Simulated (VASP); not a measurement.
Here is a VASP 6.6.1 calculation.

The input INCAR:

```
SYSTEM = TiTe2
ALGO = Normal
EDIFF = 1E-6
ENCUT = 520
GGA = PE
ISIF = 2
ISMEAR = -1
IVDW = 13
LASPH = .True.
LCHARG = .True.
LELF = .True.
LREAL = .False.
LVHAR = .True.
LWAVE = .False.
NBANDS = 19
NELM = 60
PREC = Accurate
SIGMA = 0.15
```

File KPOINTS:

```
k-points
0
Gamma
  15 15 8
  0 0 0
```

POSCAR

```
TiTe2
1.0
    3.7194325861      0.0000000000      0.0000000000
   -1.8597162930      3.2211231072      0.0000000000
    0.0000000000      0.0000000000      6.4486029970
Ti Te
1 2
Direct
    0.0000000000      0.0000000000      0.0000000000
    0.6666666667      0.3333333333      0.2678930770
    0.3333333333      0.6666666667      0.7321069230
```

Potentials or basis: VASP PAW PBE potentials, release 64 (Ti_sv, Te).

Launch:

```console
$ cat potpaw_PBE.64/Ti_sv/POTCAR potpaw_PBE.64/Te/POTCAR > POTCAR
$ mpirun -np 1 vasp_std > vasp.out
```

(1) Estimate the dispersion energy per atom.

(2) What does it give for the band gap on the k mesh?

(3) Predict the largest force.

Answers

(1) -0.434 eV.

(2) zero (bands 12 and 13 overlap by 0.76 eV).

(3) 0.011 eV/Å.

Caveat: spin-orbit coupling is left out, which moves the levels of the heavy elements.
